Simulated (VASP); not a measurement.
Wanted: the native input for a VASP 6.6.1 run.

```
Task                               : single point
Functional                         : PBE-based screened hybrid with 10 % exact exchange
Potentials or basis                : VASP PAW PBE potentials, release 64 (Li_sv, Mg, B, N)
Cutoff                             : 520 eV
k mesh                             : 4 × 4 × 4
Occupations                        : gaussian, width 0.01 eV
Spin                               : no spin polarisation
Dipole correction                  : no
Grid for exact exchange (PRECFOCK) : Fast
Share of exact exchange            : 0.1
Further INCAR settings             : ALGO = Normal; EDIFF = 1e-06; NBANDS = 17
Screening parameter                : 0.3 1/Å
```

LiMgBN2:

```
Li Mg B N
1.0
    -1.88510    1.88510    4.42852
     1.88510   -1.88510    4.42852
     1.88510    1.88510   -4.42852
Li Mg B N
1 1 1 2
Direct
  0.25000 0.75000 0.50000
  0.75000 0.25000 0.50000
  0.50000 0.50000 0.00000
  0.65089 0.65089 0.00000
  0.34911 0.34911 0.00000
```

One way to write it, as run:

POSCAR

```
LiMgBN2
1.0
   -1.8851031235      1.8851031235      4.4285207980
    1.8851031235     -1.8851031235      4.4285207980
    1.8851031235      1.8851031235     -4.4285207980
Li Mg B N
1 1 1 2
Direct
    0.2500000000      0.7500000000      0.5000000000
    0.7500000000      0.2500000000      0.5000000000
    0.5000000000      0.5000000000      0.0000000000
    0.6508939405      0.6508939405      0.0000000000
    0.3491060595      0.3491060595      0.0000000000
```

INCAR.step1

```
SYSTEM = LiMgBN2
ALGO = Normal
EDIFF = 1E-5
ENCUT = 520
GGA = PE
ISIF = 2
ISMEAR = 0
LASPH = .TRUE.
LCHARG = .FALSE.
LREAL = .FALSE.
LWAVE = .TRUE.
NBANDS = 17
NELM = 100
PREC = Accurate
SIGMA = 0.01
```

INCAR.step2

```
SYSTEM = LiMgBN2
AEXX = 0.1
ALGO = Normal
EDIFF = 1E-6
ENCUT = 520
GGA = PE
HFSCREEN = 0.3
ISIF = 2
ISMEAR = 0
ISTART = 1
LASPH = .TRUE.
LCHARG = .FALSE.
LHFCALC = .TRUE.
LREAL = .FALSE.
LWAVE = .FALSE.
NBANDS = 17
NELM = 100
PREC = Accurate
PRECFOCK = Fast
SIGMA = 0.01
```

KPOINTS

```
k-points
0
G
  4 4 4
  0 0 0
```

Potentials or basis: VASP PAW PBE potentials, release 64 (Li_sv, Mg, B, N).

Launch:

```console
$ cat potpaw_PBE.64/Li_sv/POTCAR potpaw_PBE.64/Mg/POTCAR potpaw_PBE.64/B/POTCAR potpaw_PBE.64/N/POTCAR > POTCAR
$ cp INCAR.step1 INCAR
$ mpirun -np 1 vasp_std > vasp.out
$ cp INCAR.step2 INCAR
$ mpirun -np 1 vasp_std > vasp.out
```

Results of the run:

```yaml
Largest_force: 0.101 eV/Å
Band_gap_on_the_k_mesh: 3.05 eV (least direct gap 3.93 eV)
```

Caveat: the k points lie up to 0.45 Å⁻¹ apart; the PAW data sets were made with another functional, which shifts forces and pressure a little.

Wall time 10 min on 1 thread of Intel(R) Xeon(R) Platinum 8259CL CPU @ 2.50GHz (Skylake/Cascade Lake) (shared host), peak memory 0.36 GiB.
